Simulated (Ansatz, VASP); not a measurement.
# One calculation of Si, two programs

POSCAR

```
Si
1.0
   -1.6269149300      1.6269149300      1.3203298500
    1.6269149300     -1.6269149300      1.3203298500
    1.6269149300      1.6269149300     -1.3203298500
Si
1
Direct
    0.0000000000      0.0000000000      0.0000000000
```

The input INCAR.step1:

```
PREC     = Accurate       # precision mode
ENCUT    = 520            # plane-wave cutoff, eV
EDIFF    = 1E-5           # SCF threshold, eV
ISMEAR   = -1             # smearing method
SIGMA    = 0.05           # smearing width, eV
LREAL    = False          # projectors in reciprocal space
LASPH    = True           # aspherical terms in the spheres
NELM     = 80             # most SCF steps
ALGO     = Normal         # electronic algorithm
ISIF     = 2              # what is computed and relaxed
LWAVE    = True           # write WAVECAR
LCHARG   = False          # write CHGCAR
NBANDS   = 8              # bands
GGA      = PE             # functional
```

INCAR.step2

```
PREC     = Accurate       # precision mode
ENCUT    = 520            # plane-wave cutoff, eV
EDIFF    = 1E-6           # SCF threshold, eV
ISMEAR   = -1             # smearing method
SIGMA    = 0.05           # smearing width, eV
LREAL    = False          # projectors in reciprocal space
LASPH    = True           # aspherical terms in the spheres
NELM     = 80             # most SCF steps
ALGO     = Normal         # electronic algorithm
ISIF     = 2              # what is computed and relaxed
LWAVE    = False          # write WAVECAR
LCHARG   = False          # write CHGCAR
GGA      = PE             # functional
LHFCALC  = True           # exact exchange
AEXX     = 0.25           # exact-exchange fraction
HFSCREEN = 0.15           # screening, 1/A
PRECFOCK = Normal       
NBANDS   = 8              # bands
ISTART   = 1
```

The input KPOINTS:

```
regular mesh
0
Gamma
  7 7 7
```

The input input.yaml:

```yaml
crystal:
  lattice:
    - [-1.62691493, 1.62691493, 1.32032985]
    - [1.62691493, -1.62691493, 1.32032985]
    - [1.62691493, 1.62691493, -1.32032985]
  atoms:
    - { symbol: Si, position: [0.0, 0.0, 0.0] }
kpoints:
  mp_grid: { grid: [7, 7, 7] }
scf:
  occupations: { method: fermi_dirac, width: 0.05 }
hamiltonian:
  xc: { preset: hse06, exx: { coeff: 0.25, omega: 0.15 } }
  pseudopotentials: { kind: all_electron, datasets: crystal }
output:
  forces: true
  stress: true
```

Alike in both runs: task single point; functional PBE-based screened hybrid; k mesh 7 × 7 × 7; occupations fermi-dirac, width 0.05 eV; no spin polarisation.

|  | VASP | Ansatz |
| --- | --- | --- |
| version | VASP 6.6.1 | Ansatz 0.2.0 |
| potentials or method | VASP PAW PBE potentials, release 64 (Si), cutoff 520 eV | all-electron PAW datasets made for the crystal |

VASP gave:

- gap on the k mesh at the Fermi level (eV): none
- pressure (GPa): 1.1
- traceless stress, the component that is largest in VASP (GPa): -2.49

Estimate Ansatz's values.

gap on the k mesh at the Fermi level (eV): none; pressure (GPa): 1.5; traceless stress, the component that is largest in VASP (GPa): -2.47.

VASP's potentials were made for PBE, not for PBE-based screened hybrid. A gap of «none» marks a metal or a gap that the smearing closes. Ansatz ran all-electron here, and VASP with PAW potentials.

The k mesh is coarse, so the values compare programs but aren't converged. Noted on Ansatz's run: the k mesh is thin for a metal, which can move the energy by tens of meV per atom; the program warned that the printed levels may be off, so bands, gaps and densities of states are rough.
